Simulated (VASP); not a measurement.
# NaCl (Fm-3m) in VASP: single point with LDA

Aim: the single point of NaCl with LDA.

Everything below comes from runs of VASP 6.6.1. Logs are shortened: lines on timing, memory, paths and dates and some standing lists are left out, and cuts for length are marked.

## Step 1: The cell of the first run

It takes space group Fm-3m (No. 225, cubic). The conventional cell has a = 5.620 Å, b = 5.620 Å, c = 5.620 Å, α = 90.00°, β = 90.00°, γ = 90.00°. Within 3.7 Å of Na (site symmetry m-3m) lie 6 Cl at 2.81 Å. Within 3.7 Å of Cl (site symmetry m-3m) lie 6 Na at 2.81 Å.

## Step 2: Single point, LDA

Input file INCAR:

```
SYSTEM = NaCl
PREC = Accurate
ENCUT = 500
EDIFF = 1E-6
ISMEAR = 0
SIGMA = 0.15
LREAL = .False.
LASPH = .True.
NELM = 120
ALGO = Normal
ISIF = 2
LWAVE = .False.
LCHARG = .False.
NBANDS = 14
GGA_COMPAT = .False.
```

Input file KPOINTS:

```
regular mesh
0
Gamma
  7 7 7
  0 0 0
```

Input file POSCAR:

```
NaCl
1.0
    0.0000000000      2.8100000000      2.8100000000
    2.8100000000      0.0000000000      2.8100000000
    2.8100000000      2.8100000000      0.0000000000
Na Cl
1 1
Direct
    0.0000000000      0.0000000000      0.0000000000
    0.5000000000      0.5000000000      0.5000000000
```

Potentials or basis: VASP PAW LDA potentials, release 64 (Na_pv, Cl).

The run is started by

```
> cat potpaw_LDA.64/Na_pv/POTCAR potpaw_LDA.64/Cl/POTCAR > POTCAR
> mpirun -np 1 vasp_std > vasp.out
```

OUTCAR:

```text
SYSTEM = NaCl
   PREC = Accurate
   ENCUT = 500
   EDIFF = 1E-6
   ISMEAR = 0
   LREAL = .False.
   LASPH = .True.
   NELM = 120
   ISIF = 2

 ion  position               nearest neighbor table
   1  0.000  0.000  0.000-
   2  0.500  0.500  0.500-

  LATTYP: Found a face centered cubic cell.
 ALAT       =     5.6200000000

  Lattice vectors:

 A1 = (   0.0000000000,   2.8100000000,   2.8100000000)
 A2 = (   2.8100000000,   0.0000000000,   2.8100000000)
 A3 = (   2.8100000000,   2.8100000000,   0.0000000000)

Analysis of symmetry for initial positions (statically):
=====================================================================
 Subroutine PRICEL returns:
 Original cell was already a primitive cell.

 Routine SETGRP: Setting up the symmetry group for a
 face centered cubic supercell.

 Subroutine GETGRP returns: Found 48 space group operations
 (whereof 48 operations were pure point group operations)
 out of a pool of 48 trial point group operations.

The static configuration has the point symmetry O_h .

Analysis of symmetry for dynamics (positions and initial velocities):
=====================================================================
 Subroutine PRICEL returns:
 Original cell was already a primitive cell.

 Routine SETGRP: Setting up the symmetry group for a
 face centered cubic supercell.

 Subroutine GETGRP returns: Found 48 space group operations
 (whereof 48 operations were pure point group operations)
 out of a pool of 48 trial point group operations.

The dynamic configuration has the point symmetry O_h .

 Subroutine INISYM returns: Found 48 space group operations
 (whereof 48 operations are pure point group operations),
 and found     1 'primitive' translations

----------------------------------------------------------------------------------------

                                     Primitive cell

  volume of cell :      44.3761

  direct lattice vectors                    reciprocal lattice vectors
     0.000000000  2.810000000  2.810000000    -0.177935943  0.177935943  0.177935943
     2.810000000  0.000000000  2.810000000     0.177935943 -0.177935943  0.177935943
     2.810000000  2.810000000  0.000000000     0.177935943  0.177935943 -0.177935943

  length of vectors
     3.973940110  3.973940110  3.973940110     0.308194094  0.308194094  0.308194094

  position of ions in fractional coordinates (direct lattice)
     0.000000000  0.000000000  0.000000000
     0.500000000  0.500000000  0.500000000

  ion indices of the primitive-cell ions
   primitive index   ion index
                 1           1
                 2           2

----------------------------------------------------------------------------------------

 KPOINTS: regular mesh

Automatic generation of k-mesh.
 Grid dimensions read from file:
 generate k-points for:    7    7    7

 Generating k-lattice:

  Cartesian coordinates                     Fractional coordinates (reciprocal lattice)
    -0.025419420  0.025419420  0.025419420     0.142857143  0.000000000  0.000000000
     0.025419420 -0.025419420  0.025419420     0.000000000  0.142857143  0.000000000
     0.025419420  0.025419420 -0.025419420     0.000000000  0.000000000  0.142857143

  Length of vectors
     0.044027728  0.044027728  0.044027728

  Shift w.r.t. Gamma in fractional coordinates (k-lattice)
     0.000000000  0.000000000  0.000000000

 Subroutine IBZKPT returns following result:
 ===========================================

 Found     20 irreducible k-points:

 Following reciprocal coordinates:
            Coordinates               Weight
  0.000000  0.000000  0.000000      1.000000
  0.142857  0.000000  0.000000      8.000000
  0.285714  0.000000  0.000000      8.000000
  0.428571  0.000000  0.000000      8.000000
  0.142857  0.142857  0.000000      6.000000
  0.285714  0.142857  0.000000     24.000000
[... 12 lines left out ...]
 -0.428571  0.428571  0.142857     24.000000
 -0.285714  0.428571  0.142857     24.000000
   k-points           NKPTS =     20   k-points in BZ     NKDIM =     20   number of bands    NBANDS=     14
   number of dos      NEDOS =    301   number of ions     NIONS =      2
   total plane-waves  NPLWV =  27000
   dimension x,y,z NGX =    30 NGY =   30 NGZ =   30
   dimension x,y,z NGXF=    60 NGYF=   60 NGZF=   60
   ions per type =               1   1
   NGX,Y,Z   is equivalent  to a cutoff of  12.55, 12.55, 12.55 a.u.
   NGXF,Y,Z  is equivalent  to a cutoff of  25.10, 25.10, 25.10 a.u.
 SYSTEM =  NaCl
   PREC   = accura    normal or accurate (medium, high low for compatibility)
   ISTART =      0    job   : 0-new  1-cont  2-samecut
   ICHARG =      2    charge: 1-file 2-atom 10-const
   ISPIN  =      1    spin polarized calculation?
   LNONCOLLINEAR =      F non collinear calculations
   LSORBIT =      F    spin-orbit coupling
   LASPH  =      T    aspherical Exc in radial PAW
   ENCUT  =  500.0 eV  36.75 Ry    6.06 a.u.   7.25  7.25  7.25*2*pi/ulx,y,z
   NELM   =    120;   NELMIN=  2; NELMDL= -5     # of ELM steps
   EDIFF  = 0.1E-05   stopping-criterion for ELM
   LREAL  =      F    real-space projection
   EDIFFG = 0.1E-04   stopping-criterion for IOM
   NSW    =      0    number of steps for IOM
   IBRION =     -1    ionic relax: 0-MD 1-quasi-New 2-CG
   NFREE  =      0    steps in history (QN), initial steepest desc. (CG)
   ISIF   =      2    stress and relaxation
   ISYM   =      2    0-nonsym 1-usesym 2-fastsym
   POTIM  = 0.5000    time-step for ionic-motion
   TEBEG  =    0.0;   TEEND  =   0.0 temperature during run
   PSTRESS=    0.0 pullay stress
   NELECT =      14.0000    total number of electrons
   NUPDOWN=      -1.0000    fix difference up-down
   EMIN   =  10.00;   EMAX   =-10.00  energy-range for DOS
   EFERMI =   0.00;   METHOD = LEGACY
   ISMEAR =     0;   SIGMA  =   0.15  broadening in eV -4-tet -1-fermi 0-gaus
   EFERMI_NEDOS =   21; number of points for ismear=-14 and -15
   IALGO  =     38    algorithm
   IMIX   =      4    mixing-type and parameters
     AMIX     =   0.40;   BMIX     =  1.00
     AMIX_MAG =   1.60;   BMIX_MAG =  1.00
  volume/ion in A,a.u.               =      22.19       149.73
  Fermi-wavevector in a.u.,A,eV,Ry     =   1.114469  2.106040 16.898985  1.242040
  Thomas-Fermi vector in A             =   2.251064
   LORBIT       =      0    0 simple, 1 ext, 2 COOP (PROOUT), +10 PAW based schemes
   GGA     = CA    functional components
   LHFCALC =     F    Hartree Fock is set to
   AEXX    =    0.0000 exact exchange contribution
   IVDW    =     0    specifies the selected vdW correction
   LEPSILON=     F    determine dielectric tensor
   LRPA    =     F    only Hartree local field effects (RPA)
 non-spin polarized calculation
 Gauss-broadening in eV      SIGMA  =   0.15
  energy-cutoff  :      500.00
  volume of cell :       44.38
 maximum number of plane-waves:      1143
 NGX is ok and might be reduce to    30
   NGX = 15   NGY = 15   NGZ = 15

 number of electron      14.0000005 magnetization

 Free energy of the ion-electron system (eV)
  ---------------------------------------------------
  ext. energy  EPLUGINS =         0.00000000
  ---------------------------------------------------
  free energy    TOTEN  =        -7.36297473 eV

  energy without entropy =       -7.36297473  energy(sigma->0) =       -7.36297473

 E-fermi :  -0.1852     XC(G=0):  -8.7670

 val. band max:       -0.8875851878   @ k =   0.0000   0.0000   0.0000
 cond. band min:       3.8505939339   @ k =   0.0000   0.0000   0.0000
 fundamental gap:      4.7381791218
 Fermi energy:        -0.1851560208

 k-point     1 :       0.0000    0.0000    0.0000
  band No.  band energies     occupation
      1     -21.6455      2.00000
      2     -21.6455      2.00000
      3     -21.6455      2.00000
      4     -13.4961      2.00000
      5      -0.8876      2.00000
      6      -0.8876      2.00000
      7      -0.8876      2.00000
      8       3.8506      0.00000
      9       9.9690      0.00000
     10       9.9690      0.00000
     11       9.9690      0.00000
     12      12.2125      0.00000
     13      12.2125      0.00000
     14      13.6009      0.00000

 k-point     2 :       0.1429    0.0000    0.0000
  band No.  band energies     occupation
      1     -21.6517      2.00000
      2     -21.6459      2.00000
      3     -21.6459      2.00000
      4     -13.4304      2.00000
      5      -1.3943      2.00000
      6      -0.9434      2.00000
      7      -0.9434      2.00000
      8       4.5049      0.00000
      9       9.2838      0.00000
     10      10.2072      0.00000
     11      10.2072      0.00000
     12      11.8811      0.00000
     13      11.8811      0.00000
     14      14.6505      0.00000

 k-point     3 :       0.2857    0.0000    0.0000
  band No.  band energies     occupation
      1     -21.6655      2.00000
      2     -21.6470      2.00000
      3     -21.6470      2.00000
      4     -13.2772      2.00000
      5      -2.2804      2.00000
      6      -1.0636      2.00000
      7      -1.0636      2.00000
      8       5.5907      0.00000
      9       8.8095      0.00000
     10      10.1727      0.00000
     11      10.1727      0.00000
     12      12.4301      0.00000
     13      12.4301      0.00000
     14      14.1787      0.00000

 k-point     4 :       0.4286    0.0000    0.0000
  band No.  band energies     occupation
      1     -21.6765      2.00000
      2     -21.6478      2.00000
      3     -21.6478      2.00000
      4     -13.1482      2.00000
      5      -2.8640      2.00000
      6      -1.1554      2.00000
      7      -1.1554      2.00000
      8       5.9979      0.00000
      9       9.3114      0.00000
     10       9.8586      0.00000
     11       9.8586      0.00000
     12      13.7500      0.00000
     13      14.3170      0.00000
     14      14.3170      0.00000

 k-point     5 :       0.1429    0.1429    0.0000
  band No.  band energies     occupation
      1     -21.6513      2.00000
      2     -21.6472      2.00000
      3     -21.6472      2.00000
      4     -13.4108      2.00000
      5      -1.4198      2.00000
      6      -1.0207      2.00000
      7      -1.0207      2.00000
      8       4.7189      0.00000
      9       8.9223      0.00000
     10      10.4470      0.00000
     11      10.4470      0.00000
[... 208 lines left out ...]
 k-point    18 :      -0.4286    0.2857    0.1429
  band No.  band energies     occupation
      1     -21.6695      2.00000
      2     -21.6559      2.00000
      3     -21.6508      2.00000
      4     -13.0998      2.00000
      5      -2.5473      2.00000
      6      -1.7752      2.00000
      7      -1.3564      2.00000
      8       7.3071      0.00000
      9       8.2660      0.00000
     10       8.7186      0.00000
     11      10.7853      0.00000
     12      13.0081      0.00000
     13      14.4071      0.00000
     14      15.8632      0.00000

 k-point    19 :      -0.4286    0.4286    0.1429
  band No.  band energies     occupation
      1     -21.6662      2.00000
      2     -21.6566      2.00000
      3     -21.6546      2.00000
      4     -13.0812      2.00000
      5      -2.4850      2.00000
      6      -1.7483      2.00000
      7      -1.5648      2.00000
      8       7.0637      0.00000
      9       7.5478      0.00000
     10       9.1890      0.00000
     11      11.4100      0.00000
     12      13.4471      0.00000
     13      14.8953      0.00000
     14      15.7314      0.00000

 k-point    20 :      -0.2857    0.4286    0.1429
  band No.  band energies     occupation
      1     -21.6629      2.00000
      2     -21.6622      2.00000
      3     -21.6539      2.00000
      4     -13.0654      2.00000
      5      -2.2356      2.00000
      6      -2.1692      2.00000
      7      -1.5461      2.00000
      8       7.5704      0.00000
      9       8.0959      0.00000
     10       8.8642      0.00000
     11      10.5580      0.00000
     12      13.4869      0.00000
     13      14.3168      0.00000
     14      16.1424      0.00000

------------------------ aborting loop because EDIFF is reached ----------------------------------------

  FORCE on cell =-STRESS in cart. coord.  units (eV):
  Direction    XX          YY          ZZ          XY          YZ          ZX
  --------------------------------------------------------------------------------------
  -------------------------------------------------------------------------------------
  Total       -0.6183405     -0.6183405     -0.6183405     -0.0000000     -0.0000000      0.0000000
  in kB      -22.3248887    -22.3248887    -22.3248887     -0.0000000     -0.0000000      0.0000000
  external PRESSURE =     -22.3248887 kB  Pullay stress =       0.0000000 kB

 VOLUME and BASIS-vectors are now :
 -----------------------------------------------------------------------------
  energy-cutoff  :      500.00
  volume of cell :       44.38
      direct lattice vectors                 reciprocal lattice vectors
     0.000000000  2.810000000  2.810000000    -0.177935943  0.177935943  0.177935943
     2.810000000  0.000000000  2.810000000     0.177935943 -0.177935943  0.177935943
     2.810000000  2.810000000  0.000000000     0.177935943  0.177935943 -0.177935943

 POSITION                                       TOTAL-FORCE (eV/Angst)
 -----------------------------------------------------------------------------------
      0.00000      0.00000      0.00000         0.000000      0.000000     -0.000000
      2.81000      2.81000      2.81000         0.000000      0.000000      0.000000
 -----------------------------------------------------------------------------------
    total drift:                               -0.000000      0.000000      0.000000

  FREE ENERGIE OF THE ION-ELECTRON SYSTEM (eV)
  ---------------------------------------------------
  free  energy   TOTEN  =        -7.3629747257 eV

  energy  without entropy=       -7.3629747257  energy(sigma->0) =       -7.36297473
```

Run time: 20 s. Hardware: 1 thread of Intel Xeon 8259CL, shared host; peak memory 0.14 GiB.

Results:

```
Free energy            : -7.3630 eV
Pressure               : -2.2 GPa
Band gap on the k mesh : 4.74 eV
```
